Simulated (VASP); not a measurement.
# ZrSi2 (Cmcm) in VASP: single point with PBE

Aim: the single point of ZrSi2 with PBE.

Program: VASP 6.6.1. These are calculated values, not measurements. Logs are shortened: lines on timing, memory, paths and dates and some standing lists are left out, and cuts for length are marked.

### Step 1. The cell of the first run

It takes space group Cmcm (No. 63, orthorhombic). Conventional cell: a = 3.725 Å, b = 14.780 Å, c = 3.675 Å, α = 90.00°, β = 90.00°, γ = 90.00°. Si (site symmetry m2m) has 8 Si at 2.62 to 3.36 Å and 4 Zr at 2.83 to 2.85 Å within 3.5 Å. Si (site symmetry m2m) has 6 Si at 2.57 to 3.36 Å and 6 Zr at 2.69 to 3.07 Å within 3.4 Å. Zr (site symmetry m2m) has 10 Si at 2.69 to 3.07 Å and 6 Zr at 3.58 to 3.73 Å within 3.8 Å.

### Step 2. Single point, PBE

INCAR

```
ALGO = Normal
EDIFF = 1E-6
ENCUT = 520
GGA = PE
ISIF = 2
ISMEAR = -1
LASPH = True
LCHARG = False
LREAL = False
LWAVE = False
NBANDS = 29
NELM = 100
PREC = Accurate
SIGMA = 0.1
```

KPOINTS

```
k-points
0
Gamma
  8 8 8
```

POSCAR

```
ZrSi2
1.0
    3.7250270000      0.0000000000      0.0000000000
    1.8625140000     -7.3899730000      0.0000000000
    0.0000000000      0.0000000000     -3.6749600000
Si Zr
4 2
Direct
    0.7500000000      0.5000000000      0.7500000000
    0.2500000000      0.5000000000      0.2500000000
    0.4390000000      0.1220000000      0.7500000000
    0.5610000000      0.8780000000      0.2500000000
    0.1040000000      0.7920000000      0.7500000000
    0.8960000000      0.2080000000      0.2500000000
```

Potentials or basis: VASP PAW PBE potentials, release 64 (Si, Zr_sv).

Run with:

```
> cat potpaw_PBE.64/Si/POTCAR potpaw_PBE.64/Zr_sv/POTCAR > POTCAR
> mpirun -np 1 vasp_std > vasp.out
```

OUTCAR:

```text
EDIFF = 1E-6
   ENCUT = 520
   GGA = PE
   ISIF = 2
   ISMEAR = -1
   LASPH = True
   LREAL = False
   NELM = 100
   PREC = Accurate

 ion  position               nearest neighbor table
   1  0.750  0.500  0.750-   2 2.62   2 2.62   2 2.62   2 2.62   6 2.83   6 2.83   5 2.85   5 2.85

   2  0.250  0.500  0.250-   1 2.62   1 2.62   1 2.62   1 2.62   5 2.83   5 2.83   6 2.85   6 2.85

   3  0.439  0.122  0.750-   4 2.57   4 2.57   6 2.69   6 2.69   6 2.69   6 2.69   5 3.07   5 3.07

   4  0.561  0.878  0.250-   3 2.57   3 2.57   5 2.69   5 2.69   5 2.69   5 2.69   6 3.07   6 3.07

   5  0.104  0.792  0.750-   4 2.69   4 2.69   4 2.69   4 2.69   2 2.83   2 2.83   1 2.85   1 2.85
                             3 3.07   3 3.07   6 3.58   6 3.58
   6  0.896  0.208  0.250-   3 2.69   3 2.69   3 2.69   3 2.69   1 2.83   1 2.83   2 2.85   2 2.85
                             4 3.07   4 3.07   5 3.58   5 3.58

  LATTYP: Found a base centered orthorhombic cell.
 ALAT       =     3.7250270000
 B/A-ratio  =     3.9677419788
 C/A-ratio  =     0.9865592921

  Lattice vectors:

 A1 = (   1.8625130000,   7.3899730000,   0.0000000000)
 A2 = (   1.8625140000,  -7.3899730000,   0.0000000000)
 A3 = (   0.0000000000,   0.0000000000,  -3.6749600000)

Analysis of symmetry for initial positions (statically):
=====================================================================
 Subroutine PRICEL returns:
 Original cell was already a primitive cell.

 Routine SETGRP: Setting up the symmetry group for a
 base centered orthorhombic supercell.

 Subroutine GETGRP returns: Found  8 space group operations
 (whereof  4 operations were pure point group operations)
 out of a pool of  8 trial point group operations.

The static configuration has the point symmetry C_2h.
 The point group associated with its full space group is D_2h.

Analysis of symmetry for dynamics (positions and initial velocities):
=====================================================================
 Subroutine PRICEL returns:
 Original cell was already a primitive cell.

 Routine SETGRP: Setting up the symmetry group for a
 base centered orthorhombic supercell.

 Subroutine GETGRP returns: Found  8 space group operations
 (whereof  4 operations were pure point group operations)
 out of a pool of  8 trial point group operations.

The dynamic configuration has the point symmetry C_2h.
 The point group associated with its full space group is D_2h.

 Subroutine INISYM returns: Found  8 space group operations
 (whereof  4 operations are pure point group operations),
 and found     1 'primitive' translations

----------------------------------------------------------------------------------------

                                     Primitive cell

  volume of cell :     101.1637

  direct lattice vectors                    reciprocal lattice vectors
     3.725027000  0.000000000  0.000000000     0.268454430  0.067659264  0.000000000
     1.862514000 -7.389973000  0.000000000     0.000000000 -0.135318492  0.000000000
     0.000000000  0.000000000 -3.674960000     0.000000000  0.000000000 -0.272111805

  length of vectors
     3.725027000  7.621066811  3.674960000     0.276849340  0.135318492  0.272111805

  position of ions in fractional coordinates (direct lattice)
     0.750000000  0.500000000  0.750000000
     0.250000000  0.500000000  0.250000000
     0.439000000  0.122000000  0.750000000
     0.561000000  0.878000000  0.250000000
     0.104000000  0.792000000  0.750000000
     0.896000000  0.208000000  0.250000000

  ion indices of the primitive-cell ions
   primitive index   ion index
                 1           1
                 2           2
                 3           3
                 4           4
                 5           5
                 6           6

----------------------------------------------------------------------------------------

 KPOINTS: k-points

Automatic generation of k-mesh.
 Grid dimensions read from file:
 generate k-points for:    8    8    8

 Generating k-lattice:

  Cartesian coordinates                     Fractional coordinates (reciprocal lattice)
     0.033556804  0.008457408  0.000000000     0.125000000  0.000000000  0.000000000
     0.000000000 -0.016914811  0.000000000     0.000000000  0.125000000  0.000000000
     0.000000000  0.000000000 -0.034013976     0.000000000  0.000000000  0.125000000

  Length of vectors
     0.034606167  0.016914811  0.034013976

  Shift w.r.t. Gamma in fractional coordinates (k-lattice)
     0.000000000  0.000000000  0.000000000

 Subroutine IBZKPT returns following result:
 ===========================================

 Found    105 irreducible k-points:

 Following reciprocal coordinates:
            Coordinates               Weight
  0.000000  0.000000  0.000000      1.000000
  0.125000  0.000000  0.000000      4.000000
  0.250000  0.000000  0.000000      4.000000
  0.375000  0.000000  0.000000      4.000000
  0.500000  0.000000  0.000000      2.000000
  0.000000  0.125000  0.000000      2.000000
[... 16 lines left out ...]
  0.125000  0.000000  0.125000      8.000000
  0.250000  0.000000  0.125000      8.000000
 [... further k-points ...]
   k-points           NKPTS =    105   k-points in BZ     NKDIM =    105   number of bands    NBANDS=     29
   number of dos      NEDOS =    301   number of ions     NIONS =      6
   total plane-waves  NPLWV =  47040
   dimension x,y,z NGX =    28 NGY =   60 NGZ =   28
   dimension x,y,z NGXF=    56 NGYF=  120 NGZF=   56
   ions per type =               4   2
   NGX,Y,Z   is equivalent  to a cutoff of  12.50, 13.09, 12.67 a.u.
   NGXF,Y,Z  is equivalent  to a cutoff of  24.99, 26.18, 25.33 a.u.
 SYSTEM =  unknown system
   PREC   = accura    normal or accurate (medium, high low for compatibility)
   ISTART =      0    job   : 0-new  1-cont  2-samecut
   ICHARG =      2    charge: 1-file 2-atom 10-const
   ISPIN  =      1    spin polarized calculation?
   LNONCOLLINEAR =      F non collinear calculations
   LSORBIT =      F    spin-orbit coupling
   LASPH  =      T    aspherical Exc in radial PAW
   ENCUT  =  520.0 eV  38.22 Ry    6.18 a.u.   6.93 14.17  6.83*2*pi/ulx,y,z
   NELM   =    100;   NELMIN=  2; NELMDL= -5     # of ELM steps
   EDIFF  = 0.1E-05   stopping-criterion for ELM
   LREAL  =      F    real-space projection
[... 7 lines left out ...]
   TEBEG  =    0.0;   TEEND  =   0.0 temperature during run
   PSTRESS=    0.0 pullay stress
   NELECT =      40.0000    total number of electrons
   NUPDOWN=      -1.0000    fix difference up-down
   EMIN   =  10.00;   EMAX   =-10.00  energy-range for DOS
   EFERMI =   0.00;   METHOD = LEGACY
   ISMEAR =    -1;   SIGMA  =   0.10  broadening in eV -4-tet -1-fermi 0-gaus
   EFERMI_NEDOS =   21; number of points for ismear=-14 and -15
   IALGO  =     38    algorithm
   IMIX   =      4    mixing-type and parameters
     AMIX     =   0.40;   BMIX     =  1.00
     AMIX_MAG =   1.60;   BMIX_MAG =  1.00
  volume/ion in A,a.u.               =      16.86       113.78
  Fermi-wavevector in a.u.,A,eV,Ry     =   1.201581  2.270660 19.644062  1.443798
  Thomas-Fermi vector in A             =   2.337386
   LORBIT       =      0    0 simple, 1 ext, 2 COOP (PROOUT), +10 PAW based schemes
   GGA     = PE    functional components
   LHFCALC =     F    Hartree Fock is set to
   AEXX    =    0.0000 exact exchange contribution
   IVDW    =     0    specifies the selected vdW correction
   LEPSILON=     F    determine dielectric tensor
   LRPA    =     F    only Hartree local field effects (RPA)
 non-spin polarized calculation
  energy-cutoff  :      520.00
  volume of cell :      101.16
 maximum number of plane-waves:      2742
   NGX = 13   NGY = 29   NGZ = 13

 number of electron      40.0000000 magnetization

 Free energy of the ion-electron system (eV)
  ---------------------------------------------------
  ext. energy  EPLUGINS =         0.00000000
  ---------------------------------------------------
  free energy    TOTEN  =       -42.61091650 eV

  energy without entropy =      -42.55972037  energy(sigma->0) =      -42.58531843

 E-fermi :   9.9441     XC(G=0): -11.2476

 val. band max:        9.9436229553   @ k =  -0.2500   0.2500   0.1250
 cond. band min:       9.9482534056   @ k =  -0.3750   0.2500   0.0000
 fundamental gap:      0.0046304503
 Fermi energy:         9.9440879198

 k-point     1 :       0.0000    0.0000    0.0000
  band No.  band energies     occupation
      1     -38.8136      2.00000
      2     -38.8004      2.00000
      3     -17.0357      2.00000
      4     -16.9103      2.00000
      5     -16.8875      2.00000
      6     -16.8705      2.00000
[... 21 lines left out ...]
     28      12.7231      0.00000
     29      13.8363      0.00000

 k-point     2 :       0.1250    0.0000    0.0000
  band No.  band energies     occupation
      1     -38.8124      2.00000
      2     -38.7992      2.00000
      3     -17.0309      2.00000
      4     -16.9369      2.00000
      5     -16.9115      2.00000
      6     -16.8689      2.00000
[... 21 lines left out ...]
     28      13.2347      0.00000
     29      13.6401      0.00000

 k-point     3 :       0.2500    0.0000    0.0000
  band No.  band energies     occupation
      1     -38.8092      2.00000
      2     -38.7963      2.00000
      3     -17.0197      2.00000
      4     -16.9998      2.00000
      5     -16.9689      2.00000
      6     -16.8653      2.00000
[... 21 lines left out ...]
     28      13.8635      0.00000
     29      14.1857      0.00000

 k-point     4 :       0.3750    0.0000    0.0000
  band No.  band energies     occupation
      1     -38.8061      2.00000
      2     -38.7934      2.00000
      3     -17.0637      2.00000
      4     -17.0261      2.00000
      5     -17.0058      2.00000
      6     -16.8618      2.00000
[... 597 lines left out ...]
     28      13.2930      0.00000
     29      13.7951      0.00000

 k-point    23 :       0.1250    0.0000    0.1250
  band No.  band energies     occupation
      1     -38.8104      2.00000
      2     -38.7983      2.00000
      3     -17.0238      2.00000
      4     -16.9330      2.00000
      5     -16.9095      2.00000
      6     -16.8996      2.00000
[... 21 lines left out ...]
     28      13.3705      0.00000
     29      13.4486      0.00000

 k-point    24 :       0.2500    0.0000    0.1250
  band No.  band energies     occupation
      1     -38.8073      2.00000
      2     -38.7954      2.00000
      3     -17.0132      2.00000
      4     -16.9947      2.00000
      5     -16.9664      2.00000
      6     -16.8939      2.00000
[... 21 lines left out ...]
     28      13.6395      0.00000
     29      14.1177      0.00000

 [... further k-points ...]

------------------------ aborting loop because EDIFF is reached ----------------------------------------

  FORCE on cell =-STRESS in cart. coord.  units (eV):
  Direction    XX          YY          ZZ          XY          YZ          ZX
  --------------------------------------------------------------------------------------
  -------------------------------------------------------------------------------------
  Total        0.1972467     -2.0761036      0.2638244      0.0000001      0.0000000      0.0000000
  in kB        3.1238883    -32.8802192      4.1783092      0.0000022      0.0000000      0.0000000
  external PRESSURE =      -8.5260072 kB  Pullay stress =       0.0000000 kB

 VOLUME and BASIS-vectors are now :
 -----------------------------------------------------------------------------
  energy-cutoff  :      520.00
  volume of cell :      101.16
      direct lattice vectors                 reciprocal lattice vectors
     3.725027000  0.000000000  0.000000000     0.268454430  0.067659264  0.000000000
     1.862514000 -7.389973000  0.000000000     0.000000000 -0.135318492  0.000000000
     0.000000000  0.000000000 -3.674960000     0.000000000  0.000000000 -0.272111805

 POSITION                                       TOTAL-FORCE (eV/Angst)
 -----------------------------------------------------------------------------------
      3.72503     -3.69499     -2.75622         0.000000     -0.040987     -0.000000
      1.86251     -3.69499     -0.91874        -0.000000      0.040987      0.000000
      1.86251     -0.90158     -2.75622        -0.000000      0.954070      0.000000
      3.72503     -6.48840     -0.91874         0.000000     -0.954070     -0.000000
      1.86251     -5.85286     -2.75622        -0.000000      0.231621     -0.000000
      3.72503     -1.53711     -0.91874         0.000000     -0.231621      0.000000
 -----------------------------------------------------------------------------------
    total drift:                                0.000000     -0.000000     -0.000000

  FREE ENERGIE OF THE ION-ELECTRON SYSTEM (eV)
  ---------------------------------------------------
  free  energy   TOTEN  =       -42.6109164987 eV

  energy  without entropy=      -42.5597203660  energy(sigma->0) =      -42.58531843
```

Wall time 5.5 min (1 thread of Intel Xeon Platinum 8259CL at 2.50GHz (Skylake/Cascade Lake), shared host); peak memory 0.37 GiB.

What came out:

```
Free energy            : -42.6109 eV
Pressure               : -0.9 GPa
Largest force          : 0.954 eV/Å
Band gap on the k mesh : zero (bands 20 and 21 overlap by 0.84 eV)
```

Forces in eV/Å, atoms in the order of the input:
```
Si   0.000 -0.041  0.000
Si   0.000  0.041  0.000
Si   0.000  0.954  0.000
Si   0.000 -0.954  0.000
Zr   0.000  0.232  0.000
Zr   0.000 -0.232  0.000
```
